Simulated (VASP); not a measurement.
# TiPd2 (Immm) in VASP: single point with LDA

Aim: the single point of TiPd2 with LDA.

All numbers are computed with VASP 6.6.1; they aren't measurements. Logs are shortened: lines on timing, memory, paths and dates and some standing lists are left out, and cuts for length are marked.

## (1) The cell of the first run

Symmetry: Immm, No. 71, orthorhombic system. Conventional cell: a = 2.196 Å, b = 3.116 Å, c = 6.677 Å, α = 90.00°, β = 90.00°, γ = 90.00°. Ti (site symmetry mmm) has 2 Ti at 2.20 Å and 10 Pd at 2.20 to 2.24 Å within 2.9 Å. Within 2.9 Å of Pd (site symmetry mm2) lie 7 Pd at 2.19 to 2.23 Å and 5 Ti at 2.20 to 2.24 Å.

## (2) Single point, LDA

INCAR reads:

```
PREC = Accurate
ENCUT = 630
EDIFF = 1E-6
ISMEAR = -1
SIGMA = 0.05
LREAL = F
LASPH = T
NELM = 120
ALGO = Normal
ISIF = 2
LWAVE = F
LCHARG = T
LELF = T
LVHAR = T
NBANDS = 31
GGA_COMPAT = F
```

KPOINTS reads:

```
Automatic mesh
0
Gamma
  16 16 16
```

POSCAR reads:

```
TiPd2
1.0
   -1.0978795644      1.5578330110      3.3385726896
    1.0978795644     -1.5578330110      3.3385726896
    1.0978795644      1.5578330110     -3.3385726896
Ti Pd
1 2
Direct
    0.0000000000      0.0000000000      0.0000000000
    0.6638790927      0.6638790927      0.0000000000
    0.3361209073      0.3361209073      0.0000000000
```

Potentials or basis: VASP PAW LDA potentials, release 64 (Ti_sv, Pd_sv_GW).

On the command line:

```bash
$ cat potpaw_LDA.64/Ti_sv/POTCAR potpaw_LDA.64/Pd_sv_GW/POTCAR > POTCAR
$ mpirun -np 1 vasp_std > vasp.out
```

OUTCAR:

```text
PREC = Accurate
   ENCUT = 630
   EDIFF = 1E-6
   ISMEAR = -1
   LREAL = F
   LASPH = T
   NELM = 120
   ISIF = 2

 ion  position               nearest neighbor table
   1  0.000  0.000  0.000-   2 2.20   2 2.20   2 2.20   3 2.20   2 2.20   3 2.20   3 2.20   3 2.20
                             2 2.24   3 2.24
   2  0.664  0.664  0.000-   3 2.19   1 2.20   1 2.20   1 2.20   1 2.20   3 2.23   3 2.23   3 2.23
                             3 2.23   1 2.24
   3  0.336  0.336  0.000-   2 2.19   1 2.20   1 2.20   1 2.20   1 2.20   2 2.23   2 2.23   2 2.23
                             2 2.23   1 2.24

  LATTYP: Found a body centered orthorhombic cell.
 ALAT       =     2.1957591288
 B/A-ratio  =     1.4189470881
 C/A-ratio  =     3.0409279832

  Lattice vectors:

 A1 = (  -1.0978795644,   1.5578330110,   3.3385726896)
 A2 = (   1.0978795644,  -1.5578330110,   3.3385726896)
 A3 = (   1.0978795644,   1.5578330110,  -3.3385726896)

Analysis of symmetry for initial positions (statically):
=====================================================================
 Subroutine PRICEL returns:
 Original cell was already a primitive cell.

 Routine SETGRP: Setting up the symmetry group for a
 body centered orthorhombic supercell.

 Subroutine GETGRP returns: Found  8 space group operations
 (whereof  8 operations were pure point group operations)
 out of a pool of  8 trial point group operations.

The static configuration has the point symmetry D_2h.

Analysis of symmetry for dynamics (positions and initial velocities):
=====================================================================
 Subroutine PRICEL returns:
 Original cell was already a primitive cell.

 Routine SETGRP: Setting up the symmetry group for a
 body centered orthorhombic supercell.

 Subroutine GETGRP returns: Found  8 space group operations
 (whereof  8 operations were pure point group operations)
 out of a pool of  8 trial point group operations.

The dynamic configuration has the point symmetry D_2h.

 Subroutine INISYM returns: Found  8 space group operations
 (whereof  8 operations are pure point group operations),
 and found     1 'primitive' translations

----------------------------------------------------------------------------------------

                                     Primitive cell

  volume of cell :      22.8400

[... 79 lines left out ...]
   NGXF,Y,Z  is equivalent  to a cutoff of  27.68, 27.68, 27.68 a.u.
 SYSTEM =  unknown system
   PREC   = accura    normal or accurate (medium, high low for compatibility)
   ISTART =      0    job   : 0-new  1-cont  2-samecut
   ICHARG =      2    charge: 1-file 2-atom 10-const
   ISPIN  =      1    spin polarized calculation?
   LNONCOLLINEAR =      F non collinear calculations
   LSORBIT =      F    spin-orbit coupling
   LASPH  =      T    aspherical Exc in radial PAW
   ENCUT  =  630.0 eV  46.30 Ry    6.80 a.u.   7.87  7.87  7.87*2*pi/ulx,y,z
   NELM   =    120;   NELMIN=  2; NELMDL= -5     # of ELM steps
   EDIFF  = 0.1E-05   stopping-criterion for ELM
   LREAL  =      F    real-space projection
   EDIFFG = 0.1E-04   stopping-criterion for IOM
   NSW    =      0    number of steps for IOM
   IBRION =     -1    ionic relax: 0-MD 1-quasi-New 2-CG
   NFREE  =      0    steps in history (QN), initial steepest desc. (CG)
   ISIF   =      2    stress and relaxation
   ISYM   =      2    0-nonsym 1-usesym 2-fastsym
   POTIM  = 0.5000    time-step for ionic-motion
   TEBEG  =    0.0;   TEEND  =   0.0 temperature during run
   PSTRESS=    0.0 pullay stress
   NELECT =      48.0000    total number of electrons
   NUPDOWN=      -1.0000    fix difference up-down
   EMIN   =  10.00;   EMAX   =-10.00  energy-range for DOS
   EFERMI =   0.00;   METHOD = LEGACY
   ISMEAR =    -1;   SIGMA  =   0.05  broadening in eV -4-tet -1-fermi 0-gaus
   EFERMI_NEDOS =   21; number of points for ismear=-14 and -15
   IALGO  =     38    algorithm
   IMIX   =      4    mixing-type and parameters
     AMIX     =   0.40;   BMIX     =  1.00
     AMIX_MAG =   1.60;   BMIX_MAG =  1.00
  volume/ion in A,a.u.               =       7.61        51.38
  Fermi-wavevector in a.u.,A,eV,Ry     =   2.096958  3.962676 59.827994  4.397234
  Thomas-Fermi vector in A             =   3.087797
   LORBIT       =      0    0 simple, 1 ext, 2 COOP (PROOUT), +10 PAW based schemes
   GGA     = CA    functional components
   LHFCALC =     F    Hartree Fock is set to
   AEXX    =    0.0000 exact exchange contribution
   IVDW    =     0    specifies the selected vdW correction
   LEPSILON=     F    determine dielectric tensor
   LRPA    =     F    only Hartree local field effects (RPA)
 non-spin polarized calculation
  energy-cutoff  :      630.00
  volume of cell :       22.84
 maximum number of plane-waves:       842
   NGX = 15   NGY = 15   NGZ = 15

 number of electron      47.9999997 magnetization

 Free energy of the ion-electron system (eV)
  ---------------------------------------------------
  ext. energy  EPLUGINS =         0.00000000
  ---------------------------------------------------
  free energy    TOTEN  =        -0.68391636 eV

  energy without entropy =       -0.67287843  energy(sigma->0) =       -0.67839739

 E-fermi :  22.2468     XC(G=0): -17.8863

 val. band max:       22.2460711950   @ k =  -0.1250   0.0625   0.0000
 cond. band min:      22.2470848227   @ k =   0.1250   0.0625   0.0625
 fundamental gap:      0.0010136276
 Fermi energy:        22.2467640369

 k-point     1 :       0.0000    0.0000    0.0000
  band No.  band energies     occupation
      1     -65.3740      2.00000
      2     -64.6683      2.00000
      3     -33.8313      2.00000
      4     -32.0444      2.00000
      5     -32.0137      2.00000
      6     -30.6793      2.00000
[... 805 lines left out ...]
     30      34.5436      0.00000
     31      37.6688      0.00000

 [... further k-points ...]
[... 5 lines left out ...]
  --------------------------------------------------------------------------------------
  -------------------------------------------------------------------------------------
  Total       80.1082518     79.9810141     79.9651849      0.0000000      0.0000000      0.0000000
  in kB     5619.4188671   5610.4934195   5609.3830341      0.0000000      0.0000000      0.0000000
  external PRESSURE =    5613.0984402 kB  Pullay stress =       0.0000000 kB

 VOLUME and BASIS-vectors are now :
 -----------------------------------------------------------------------------
  energy-cutoff  :      630.00
  volume of cell :       22.84
      direct lattice vectors                 reciprocal lattice vectors
    -1.097879564  1.557833011  3.338572690     0.000000000  0.320958663  0.149764599
     1.097879564 -1.557833011  3.338572690     0.455423360  0.000000000  0.149764599
     1.097879564  1.557833011 -3.338572690     0.455423360  0.320958663  0.000000000

 POSITION                                       TOTAL-FORCE (eV/Angst)
 -----------------------------------------------------------------------------------
      0.00000      0.00000      0.00000         0.000000      0.000000      0.000000
      0.00000      0.00000      4.43282        -0.000000     -0.000000      0.003082
      0.00000      0.00000      2.24433        -0.000000     -0.000000     -0.003082
 -----------------------------------------------------------------------------------
    total drift:                               -0.000000     -0.000000     -0.000000

  FREE ENERGIE OF THE ION-ELECTRON SYSTEM (eV)
  ---------------------------------------------------
  free  energy   TOTEN  =        -0.6839163585 eV

  energy  without entropy=       -0.6728784293  energy(sigma->0) =       -0.67839739
```

stdout:

```text
POSCAR found type information on POSCAR TiPd
 POSCAR found :  2 types and       3 ions
 scaLAPACK will be used
 LDA part: xc-table for (Slater(with rela. corr.)+CA(PZ))
 , standard interpolation
 POSCAR, INCAR and KPOINTS ok, starting setup
 FFT: planning ... GRIDC
 FFT: planning ... GRID_SOFT
 FFT: planning ... GRID
 WAVECAR not read
 entering main loop
```

Wall time 8.3 min (1 thread of Intel Xeon 6975P-C (Granite Rapids), shared host); peak memory 0.68 GiB.

What came out:

| Quantity | Value |
| --- | --- |
| Free energy | -0.6839 eV |
| Pressure | 561.3 GPa |
| Largest force | 0.003 eV/Å |
| Band gap on the k mesh | zero (bands 24 and 25 overlap by 3.96 eV) |

Forces on the atoms (eV/Å):
```
Ti   0.000  0.000  0.000
Pd   0.000  0.000  0.003
Pd   0.000  0.000 -0.003
```

Stress tensor (GPa, compression positive):
```
561.94   0.00   0.00
  0.00 561.05   0.00
  0.00   0.00 560.94
```

Caveat: the cell stands under pressure.
